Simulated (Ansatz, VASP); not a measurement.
Al: VASP beside Ansatz

```
Al
1.0
     2.83307    0.00000    0.00000
    -1.41653    2.45351    0.00000
     0.00000    0.00000    9.33443
Al
4
Direct
  0.00000 0.00000 0.00000
  0.00000 0.00000 0.50000
  0.33333 0.66667 0.25000
  0.66667 0.33333 0.75000
```

Alike in both runs: functional PBEsol; k mesh 10 × 10 × 3; no spin polarisation.

Ansatz relaxed the structure, and its values are those at the end. VASP's run is a single point on that final structure, the one shown.

|  | VASP | Ansatz |
| --- | --- | --- |
| version | VASP 6.6.1 | Ansatz 0.2.0 |
| potentials or method | VASP PAW PBE potentials, release 64 (Al) | plane waves, PAW |
| plane-wave cutoff (eV) | 520 | 420 |
| occupations | fermi-dirac, width 0.1 eV | fermi-dirac |
| valence electrons in the cell | 12 | 12 |

|  | VASP | Ansatz | Ansatz less VASP |
| --- | --- | --- | --- |
| pressure (GPa) | 0.1 | 0.0 | -0.06 |

VASP's potentials were made for PBE, not for PBEsol.
